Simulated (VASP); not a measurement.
# Bi (P4_2/mcm) in VASP: single point with PBE

Aim: the single point of Bi with PBE.

Everything below comes from runs of VASP 6.6.1. Logs are shortened: lines on timing, memory, paths and dates and some standing lists are left out, and cuts for length are marked.

## (1) The cell of the first run

Symmetry: P4_2/mcm, No. 132, tetragonal system. The conventional cell has a = 3.202 Å, b = 3.202 Å, c = 8.220 Å, α = 90.00°, β = 90.00°, γ = 90.00°. Bi (site symmetry m2m) has 1 Bi at 1.57 Å within 2.1 Å.

The cell was built from a structure type or drawn by symmetry, and may not be a known phase.

## (2) Single point, PBE

Contents of INCAR:

```
PREC = Accurate ; ENCUT = 520
EDIFF = 1E-6 ; ISMEAR = 0
SIGMA = 0.1 ; LREAL = F
LASPH = T ; NELM = 60
ALGO = Normal ; ISIF = 2
LWAVE = F ; LCHARG = F
GGA = PE ; NBANDS = 38
```

Contents of KPOINTS:

```
regular mesh
0
Gamma
  6 6 2
```

Contents of POSCAR:

```
Bi
1.0
    3.2022487400      0.0000000000      0.0000000000
    0.0000000000      3.2022487400      0.0000000000
    0.0000000000      0.0000000000      8.2200812600
Bi
4
Direct
    0.8268205800      0.8268205800      0.5000000000
    0.1731794200      0.1731794200      0.5000000000
    0.1731794200      0.8268205800      0.0000000000
    0.8268205800      0.1731794200      0.0000000000
```

Potentials or basis: VASP PAW PBE potentials, release 64 (Bi_d).

Started as:

```sh
cat potpaw_PBE.64/Bi_d/POTCAR > POTCAR
mpirun -np 1 vasp_std > vasp.out
```

OUTCAR:

```text
PREC = Accurate
   ENCUT = 520
   EDIFF = 1E-6
   ISMEAR = 0
   LREAL = F
   LASPH = T
   NELM = 60
   ISIF = 2
   GGA = PE

 ion  position               nearest neighbor table
   1  0.827  0.827  0.500-   2 1.57   2 2.37   2 2.37   2 2.96
   2  0.173  0.173  0.500-   1 1.57   1 2.37   1 2.37   1 2.96
   3  0.173  0.827  0.000-   4 1.57   4 2.37   4 2.37   4 2.96
   4  0.827  0.173  0.000-   3 1.57   3 2.37   3 2.37   3 2.96

 -----------------------------------------------------------------------------
|                                                                             |
|           W    W    AA    RRRRR   N    N  II  N    N   GGGG   !!!           |
|           W    W   A  A   R    R  NN   N  II  NN   N  G    G  !!!           |
|           W    W  A    A  R    R  N N  N  II  N N  N  G       !!!           |
|           W WW W  AAAAAA  RRRRR   N  N N  II  N  N N  G  GGG   !            |
|           WW  WW  A    A  R   R   N   NN  II  N   NN  G    G                |
|           W    W  A    A  R    R  N    N  II  N    N   GGGG   !!!           |
|                                                                             |
|     The distance between some ions is very small. Please check the          |
|     nearest-neighbor list in the OUTCAR file.                               |
|     I HOPE YOU KNOW WHAT YOU ARE DOING!                                     |
|                                                                             |
 -----------------------------------------------------------------------------

  LATTYP: Found a simple tetragonal cell.
 ALAT       =     3.2022487400
 C/A-ratio  =     2.5669715027

  Lattice vectors:

 A1 = (   3.2022487400,   0.0000000000,   0.0000000000)
 A2 = (   0.0000000000,   3.2022487400,   0.0000000000)
 A3 = (   0.0000000000,   0.0000000000,   8.2200812600)

Analysis of symmetry for initial positions (statically):
=====================================================================
 Subroutine PRICEL returns:
 Original cell was already a primitive cell.

 Routine SETGRP: Setting up the symmetry group for a
 simple tetragonal supercell.

 Subroutine GETGRP returns: Found 16 space group operations
 (whereof  8 operations were pure point group operations)
 out of a pool of 16 trial point group operations.

The static configuration has the point symmetry D_2h.
 The point group associated with its full space group is D_4h.

Analysis of symmetry for dynamics (positions and initial velocities):
=====================================================================
 Subroutine PRICEL returns:
 Original cell was already a primitive cell.

 Routine SETGRP: Setting up the symmetry group for a
 simple tetragonal supercell.

 Subroutine GETGRP returns: Found 16 space group operations
 (whereof  8 operations were pure point group operations)
 out of a pool of 16 trial point group operations.

The dynamic configuration has the point symmetry D_2h.
 The point group associated with its full space group is D_4h.

 Subroutine INISYM returns: Found 16 space group operations
 (whereof  8 operations are pure point group operations),
 and found     1 'primitive' translations

----------------------------------------------------------------------------------------

                                     Primitive cell

  volume of cell :      84.2920

  direct lattice vectors                    reciprocal lattice vectors
     3.202248740  0.000000000  0.000000000     0.312280551  0.000000000  0.000000000
     0.000000000  3.202248740  0.000000000     0.000000000  0.312280551  0.000000000
     0.000000000  0.000000000  8.220081260     0.000000000  0.000000000  0.121653299

  length of vectors
     3.202248740  3.202248740  8.220081260     0.312280551  0.312280551  0.121653299

  position of ions in fractional coordinates (direct lattice)
     0.826820580  0.826820580  0.500000000
     0.173179420  0.173179420  0.500000000
     0.173179420  0.826820580  0.000000000
     0.826820580  0.173179420  0.000000000

  ion indices of the primitive-cell ions
   primitive index   ion index
                 1           1
                 2           2
                 3           3
                 4           4

----------------------------------------------------------------------------------------

 KPOINTS: regular mesh

Automatic generation of k-mesh.
 Grid dimensions read from file:
 generate k-points for:    6    6    2

 Generating k-lattice:

  Cartesian coordinates                     Fractional coordinates (reciprocal lattice)
     0.052046758  0.000000000  0.000000000     0.166666667  0.000000000  0.000000000
     0.000000000  0.052046758  0.000000000     0.000000000  0.166666667  0.000000000
     0.000000000  0.000000000  0.060826649     0.000000000  0.000000000  0.500000000

  Length of vectors
     0.052046758  0.052046758  0.060826649

  Shift w.r.t. Gamma in fractional coordinates (k-lattice)
     0.000000000  0.000000000  0.000000000

 Subroutine IBZKPT returns following result:
 ===========================================

 Found     20 irreducible k-points:

 Following reciprocal coordinates:
            Coordinates               Weight
  0.000000  0.000000  0.000000      1.000000
  0.166667  0.000000  0.000000      4.000000
  0.333333  0.000000  0.000000      4.000000
  0.500000  0.000000  0.000000      2.000000
  0.166667  0.166667  0.000000      4.000000
  0.333333  0.166667  0.000000      8.000000
[... 12 lines left out ...]
  0.500000  0.333333  0.500000      4.000000
  0.500000  0.500000  0.500000      1.000000
   k-points           NKPTS =     20   k-points in BZ     NKDIM =     20   number of bands    NBANDS=     38
   number of dos      NEDOS =    301   number of ions     NIONS =      4
   total plane-waves  NPLWV =  36864
   dimension x,y,z NGX =    24 NGY =   24 NGZ =   64
   dimension x,y,z NGXF=    48 NGYF=   48 NGZF=  128
   ions per type =               4
   NGX,Y,Z   is equivalent  to a cutoff of  12.46, 12.46, 12.94 a.u.
   NGXF,Y,Z  is equivalent  to a cutoff of  24.92, 24.92, 25.89 a.u.
 SYSTEM =  unknown system
   PREC   = accura    normal or accurate (medium, high low for compatibility)
   ISTART =      0    job   : 0-new  1-cont  2-samecut
   ICHARG =      2    charge: 1-file 2-atom 10-const
   ISPIN  =      1    spin polarized calculation?
   LNONCOLLINEAR =      F non collinear calculations
   LSORBIT =      F    spin-orbit coupling
   LASPH  =      T    aspherical Exc in radial PAW
   ENCUT  =  520.0 eV  38.22 Ry    6.18 a.u.   5.95  5.95 15.28*2*pi/ulx,y,z
   NELM   =     60;   NELMIN=  2; NELMDL= -5     # of ELM steps
   EDIFF  = 0.1E-05   stopping-criterion for ELM
   LREAL  =      F    real-space projection
   EDIFFG = 0.1E-04   stopping-criterion for IOM
   NSW    =      0    number of steps for IOM
   IBRION =     -1    ionic relax: 0-MD 1-quasi-New 2-CG
   NFREE  =      0    steps in history (QN), initial steepest desc. (CG)
   ISIF   =      2    stress and relaxation
   ISYM   =      2    0-nonsym 1-usesym 2-fastsym
   POTIM  = 0.5000    time-step for ionic-motion
   TEBEG  =    0.0;   TEEND  =   0.0 temperature during run
   PSTRESS=    0.0 pullay stress
   NELECT =      60.0000    total number of electrons
   NUPDOWN=      -1.0000    fix difference up-down
   EMIN   =  10.00;   EMAX   =-10.00  energy-range for DOS
   EFERMI =   0.00;   METHOD = LEGACY
   ISMEAR =     0;   SIGMA  =   0.10  broadening in eV -4-tet -1-fermi 0-gaus
   EFERMI_NEDOS =   21; number of points for ismear=-14 and -15
   IALGO  =     38    algorithm
   IMIX   =      4    mixing-type and parameters
     AMIX     =   0.40;   BMIX     =  1.00
     AMIX_MAG =   1.60;   BMIX_MAG =  1.00
  volume/ion in A,a.u.               =      21.07       142.21
  Fermi-wavevector in a.u.,A,eV,Ry     =   1.461717  2.762244 29.070416  2.136615
  Thomas-Fermi vector in A             =   2.578015
   LORBIT       =      0    0 simple, 1 ext, 2 COOP (PROOUT), +10 PAW based schemes
   GGA     = PE    functional components
   LHFCALC =     F    Hartree Fock is set to
   AEXX    =    0.0000 exact exchange contribution
   IVDW    =     0    specifies the selected vdW correction
   LEPSILON=     F    determine dielectric tensor
   LRPA    =     F    only Hartree local field effects (RPA)
 non-spin polarized calculation
 Gauss-broadening in eV      SIGMA  =   0.10
  energy-cutoff  :      520.00
  volume of cell :       84.29
 maximum number of plane-waves:      2292
 NGX is ok and might be reduce to    24
   NGX = 11   NGY = 11   NGZ = 31

 number of electron      59.9999981 magnetization

 Free energy of the ion-electron system (eV)
  ---------------------------------------------------
  ext. energy  EPLUGINS =         0.00000000
  ---------------------------------------------------
  free energy    TOTEN  =        93.07852768 eV

  energy without entropy =       93.10378399  energy(sigma->0) =       93.09115583

 E-fermi :  14.7735     XC(G=0): -11.5990

 val. band max:       14.7730063419   @ k =   0.3333   0.1667   0.5000
 cond. band min:      14.7970051394   @ k =   0.1667   0.0000   0.0000
 fundamental gap:      0.0239987974
 Fermi energy:        14.7734648111

 k-point     1 :       0.0000    0.0000    0.0000
  band No.  band energies     occupation
      1     -22.2456      2.00000
      2     -22.2451      2.00000
      3     -20.2048      2.00000
      4     -20.2048      2.00000
      5     -19.4857      2.00000
      6     -19.4824      2.00000
[... 30 lines left out ...]
     37      21.6308      0.00000
     38      21.6308      0.00000

 k-point     2 :       0.1667    0.0000    0.0000
  band No.  band energies     occupation
      1     -22.2165      2.00000
      2     -22.2162      2.00000
      3     -20.1445      2.00000
      4     -20.1445      2.00000
      5     -19.4863      2.00000
      6     -19.4830      2.00000
[... 30 lines left out ...]
     37      20.6744      0.00000
     38      21.6755      0.00000
[... 695 lines left out ...]
     37      21.1420      0.00000
     38      21.1543      0.00000

 k-point    20 :       0.5000    0.5000    0.5000
  band No.  band energies     occupation
      1     -22.3312      2.00000
      2     -22.3312      2.00000
      3     -19.7700      2.00000
      4     -19.7700      2.00000
      5     -19.5735      2.00000
      6     -19.5735      2.00000
[... 30 lines left out ...]
     37      21.4717      0.00000
     38      21.4824      0.00000

------------------------ aborting loop because EDIFF is reached ----------------------------------------

  FORCE on cell =-STRESS in cart. coord.  units (eV):
  Direction    XX          YY          ZZ          XY          YZ          ZX
  --------------------------------------------------------------------------------------
  -------------------------------------------------------------------------------------
  Total      314.0682606    314.0682606     -1.4276171     -0.0000000      0.0000000      0.0000000
  in kB     5969.6434676   5969.6434676    -27.1353903     -0.0000000      0.0000000      0.0000000
  external PRESSURE =    3970.7171817 kB  Pullay stress =       0.0000000 kB

 VOLUME and BASIS-vectors are now :
 -----------------------------------------------------------------------------
  energy-cutoff  :      520.00
  volume of cell :       84.29
      direct lattice vectors                 reciprocal lattice vectors
     3.202248740  0.000000000  0.000000000     0.312280551  0.000000000  0.000000000
     0.000000000  3.202248740  0.000000000     0.000000000  0.312280551  0.000000000
     0.000000000  0.000000000  8.220081260     0.000000000  0.000000000  0.121653299

 POSITION                                       TOTAL-FORCE (eV/Angst)
 -----------------------------------------------------------------------------------
      2.64769      2.64769      4.11004       -98.978927    -98.978927      0.000000
      0.55456      0.55456      4.11004        98.978927     98.978927     -0.000000
      0.55456      2.64769      0.00000        98.978927    -98.978927      0.000000
      2.64769      0.55456      0.00000       -98.978927     98.978927     -0.000000
 -----------------------------------------------------------------------------------
    total drift:                                0.000000     -0.000000     -0.000000

  FREE ENERGIE OF THE ION-ELECTRON SYSTEM (eV)
  ---------------------------------------------------
  free  energy   TOTEN  =        93.0785276799 eV

  energy  without entropy=       93.1037839858  energy(sigma->0) =       93.09115583
```

Run time: 59 s. Hardware: 1 thread of Intel Xeon Platinum 8375C at 2.90GHz (Ice Lake), shared host; peak memory 0.2 GiB.

What came out:

```yaml
Free_energy: 93.0785 eV
Pressure: 397.1 GPa
Largest_force: 139.977 eV/Å
Band_gap_on_the_k_mesh: zero (bands 30 and 31 overlap by 4.87 eV)
```

Forces in eV/Å, atoms in the order of the input:
```
Bi  -98.979 -98.979   0.000
Bi   98.979  98.979   0.000
Bi   98.979 -98.979   0.000
Bi  -98.979  98.979   0.000
```

Caveat: the k points lie up to 0.38 Å⁻¹ apart, too coarse for converged energies and pressures of a metal; atoms lie so close that the PAW spheres overlap strongly, which falsifies energies and pressures; spin-orbit coupling is left out, which moves the levels of the heavy elements; forces of over 1 eV/Å act on the atoms, so gaps and moduli don't describe the material at rest.
